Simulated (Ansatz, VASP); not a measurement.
One calculation of Cu, two programs

File POSCAR:

```
Cu
1.0
    0.0000000000      1.4654019268      1.4654019268
    1.4654019268      0.0000000000      1.4654019268
    1.4654019268      1.4654019268      0.0000000000
Cu
1
Direct
    0.0000000000      0.0000000000      0.0000000000
```

File INCAR.step1:

```
SYSTEM = Cu
PREC     = Accurate       ! precision mode
ENCUT    = 520            ! plane-wave cutoff, eV
ISMEAR   = -1             ! smearing method
SIGMA    = 0.1            ! smearing width, eV
LREAL    = .FALSE.        ! projectors in reciprocal space
LASPH    = .TRUE.         ! aspherical terms in the spheres
NELM     = 60             ! most SCF steps
NBANDS   = 12             ! bands
GGA      = PE             ! functional
ALGO     = Normal         ! electronic algorithm
EDIFF    = 1E-4           ! SCF threshold, eV
LWAVE    = .TRUE.         ! write WAVECAR
LCHARG   = .FALSE.        ! write CHGCAR
```

INCAR.step2

```
SYSTEM = Cu
PREC     = Accurate       ! precision mode
ENCUT    = 520            ! plane-wave cutoff, eV
EDIFF    = 1E-6           ! SCF threshold, eV
ISMEAR   = -1             ! smearing method
SIGMA    = 0.1            ! smearing width, eV
LREAL    = .FALSE.        ! projectors in reciprocal space
LASPH    = .TRUE.         ! aspherical terms in the spheres
NELM     = 60             ! most SCF steps
ALGO     = Normal         ! electronic algorithm
ISIF     = 2              ! what is computed and relaxed
LWAVE    = .FALSE.        ! write WAVECAR
LCHARG   = .TRUE.         ! write CHGCAR
METAGGA  = R2SCAN         ! meta-GGA
LMIXTAU  = .TRUE.       
LELF     = .TRUE.         ! ELF
LVHAR    = .TRUE.       
NBANDS   = 12             ! bands
ISTART   = 1
```

File KPOINTS:

```
regular mesh
0
G
  20 20 20
  0 0 0
```

Input for Ansatz:

```yaml
crystal:
  lattice:
    - [0.0, 1.4654019268, 1.4654019268]
    - [1.4654019268, 0.0, 1.4654019268]
    - [1.4654019268, 1.4654019268, 0.0]
  atoms:
    - { symbol: Cu, position: [0.0, 0.0, 0.0] }
kpoints:
  mp_grid: { grid: [20, 20, 20] }
  band_path:
    path:
      - [0.0, 0.0, 0.0]
      - [0.5, 0.0, 0.5]
      - [0.625, 0.25, 0.625]
      - [0.375, 0.375, 0.75]
      - [0.0, 0.0, 0.0]
      - [0.5, 0.5, 0.5]
      - [0.5, 0.25, 0.75]
      - [0.5, 0.0, 0.5]
    npoints: 8
scf:
  occupations: { method: fermi_dirac, width: 0.1 }
hamiltonian:
  xc: r2scan
  pseudopotentials: { kind: paw }
output:
  forces: true
  stress: true
  eigenvalues: true
  populations: true
  dos: { projected: true, de: 0.2, e_range: [-14, 8] }
```

Change from the starting cell: volume scaled by 0.55, PAW files.

Alike in both runs: task single point; functional r2SCAN; k mesh 20 × 20 × 20; occupations fermi-dirac, width 0.1 eV; no spin polarisation.

|  | VASP | Ansatz |
| --- | --- | --- |
| version | VASP 6.6.1 | Ansatz 0.2.0 |
| potentials or method | VASP PAW PBE potentials, release 64 (Cu) | PAW with Ansatz's default frozen-core files, scalar-relativistic |
| plane-wave cutoff (eV) | 520 | 500 |
| valence electrons in the cell | 11 | 19 |

```tsv
	VASP	Ansatz	Ansatz less VASP
pressure (GPa)	427.7	416.6	-11.08
```

VASP's potentials were made for PBE, not for r2SCAN. Both programs put the cell under a high pressure, so it lies far from rest at this level. VASP's potentials hold 11 valence electrons a cell and Ansatz's 19, so a difference there can come from the potentials and not from the codes.

Noted on VASP's run: the cell as given lies far from equilibrium.
